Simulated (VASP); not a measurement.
A run of VASP 6.6.1 is set up as follows.

File INCAR:

```
ALGO = Normal
EDIFF = 1E-6
ENCUT = 700
GGA = PE
GGA_COMPAT = F
ISIF = 2
ISMEAR = 0
LASPH = T
LCHARG = F
LREAL = F
LWAVE = F
NBANDS = 32
NELM = 120
PREC = Accurate
SIGMA = 0.1
```

File KPOINTS:

```
k-points
0
Gamma
  4 4 2
```

Contents of POSCAR:

```
YPtC2N2
1.0
    4.0106556500      0.0000000000      0.0000000000
    1.5631786000      4.2708007500      0.0000000000
    0.6409011200      1.9738302200      8.3650286000
Y Pt C N
1 1 2 2
Direct
    0.5000000000      0.5000000000      0.5000000000
    0.0000000000      0.0000000000      0.0000000000
    0.1809514800      0.8190485200      0.8190485200
    0.8190485200      0.1809514800      0.1809514800
    0.2913913500      0.7086086500      0.7086086500
    0.7086086500      0.2913913500      0.2913913500
```

Potentials or basis: VASP PAW PBE potentials, release 64 (Y_sv, Pt_sv_GW, C, N).

Launch:

```bash
$ cat potpaw_PBE.64/Y_sv/POTCAR potpaw_PBE.64/Pt_sv_GW/POTCAR potpaw_PBE.64/C/POTCAR potpaw_PBE.64/N/POTCAR > POTCAR
$ mpirun -np 1 vasp_std > vasp.out
```

Q: What does it give for the largest force?

A: 2.669 eV/Å.

Q: What does it give for the pressure?

A: 1.7 GPa.

Q: What does it give for the band gap on the k mesh?

A: Zero (an odd number of electrons rules out a gap without spin polarisation).

Stress tensor (GPa, compression positive):
```
-1.26 -0.68 -1.24
-0.68  2.76  4.53
-1.24  4.53  3.59
```

Caveat: the k points lie up to 0.42 Å⁻¹ apart, too coarse for converged energies and pressures of a metal; spin-orbit coupling is left out, which moves the levels of the heavy elements; an odd number of electrons without spin polarisation forces a metal; a magnetic or distorted state may lie lower.
